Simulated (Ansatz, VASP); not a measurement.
# InP: VASP beside Ansatz

The input INCAR:

```
SYSTEM = InP
ALGO = Normal
EDIFF = 1E-6
EDIFFG = -0.002
ENCUT = 600
GGA = PS
IBRION = 2
ISIF = 3
ISMEAR = -1
LASPH = .TRUE.
LCHARG = .FALSE.
LREAL = .FALSE.
LWAVE = .FALSE.
NELM = 60
NSW = 100
PREC = Accurate
SIGMA = 0.08
```

The input KPOINTS:

```
k-points
0
G
  10 10 10
  0 0 0
```

Contents of POSCAR:

```
InP
1.0
    0.0000000000      2.9305000000      2.9305000000
    2.9305000000      0.0000000000      2.9305000000
    2.9305000000      2.9305000000      0.0000000000
In P
1 1
Direct
    0.0000000000      0.0000000000      0.0000000000
    0.7500000000      0.7500000000      0.7500000000
```

Input for Ansatz:

```yaml
crystal:
  lattice:
    - [0.0, 2.9305, 2.9305]
    - [2.9305, 0.0, 2.9305]
    - [2.9305, 2.9305, 0.0]
  atoms:
    - { symbol: In, position: [0.0, 0.0, 0.0] }
    - { symbol: P, position: [0.75, 0.75, 0.75] }
kpoints:
  mp_grid: { grid: [10, 10, 10] }
scf:
  occupations: { method: fermi_dirac, width: 0.08 }
hamiltonian:
  xc: pbesol
  pseudopotentials: { kind: paw }
relax:
  f_tol: 0.002
  max_steps: 80
  cell: {}
output:
  forces: true
  stress: true
```

Alike in both runs: task relaxation of cell and atoms; functional PBEsol; k mesh 10 × 10 × 10; occupations fermi-dirac, width 0.08 eV; no spin polarisation.

```csv
,VASP,Ansatz
version,VASP 6.6.1,Ansatz 0.2.0
potentials or method,"VASP PAW PBE potentials, release 64 (In_d, P)","PAW with Ansatz's default frozen-core files, scalar-relativistic"
plane-wave cutoff (eV),600,420
valence electrons in the cell,18,18
```

```csv
,VASP,Ansatz,Ansatz less VASP
relaxed volume (Å³/atom),25.40,25.39,-0.006
relaxed cell length with the largest relative difference (Å),4.157,4.157,-0.0004
```

VASP's potentials were made for PBE, not for PBEsol.
